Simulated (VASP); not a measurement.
MnO:

```
Mn O
1.0
     3.07796    0.00000    0.00000
    -1.53898    2.66559    0.00000
     0.00000    0.00000    5.29956
Mn O
2 2
Direct
  0.00000 0.00000 0.00000
  0.00000 0.00000 0.50000
  0.33333 0.66667 0.25000
  0.66667 0.33333 0.75000
```

Base run:

| Item | Value |
| --- | --- |
| Program | VASP 6.6.1 |
| Functional | r2SCAN |
| Potentials or basis | VASP PAW PBE potentials, release 64 (Mn_pv, O) |
| Cutoff | 520 eV |
| k mesh | 12 × 12 × 8 |
| Occupations | gaussian, width 0.05 eV |
| Spin | collinear spin, antiferromagnetic start |
| Starting moments | [5.0, -5.0, 0.0, 0.0] μB |

Its results: band gap on the k mesh 1.81 eV, indirect (least direct gap 2.13 eV); pressure -1.1 GPa; net moment 0.00 μB per cell; site moments Mn +4.40, -4.40; O +0.00 μB.

Q: The run is repeated on the same cell with these changes: functional from r2SCAN to revPBE; occupations from gaussian, width 0.05 eV to tetrahedron. What comes out?

A: Band gap on the k mesh 1.00 eV, direct; pressure 4.4 GPa; net moment 0.00 μB per cell; site moments Mn +4.24, -4.24; O +0.00 μB.

Caveats: the PAW data sets were made with another functional, which shifts forces and pressure a little.

A k mesh can miss the band edges.
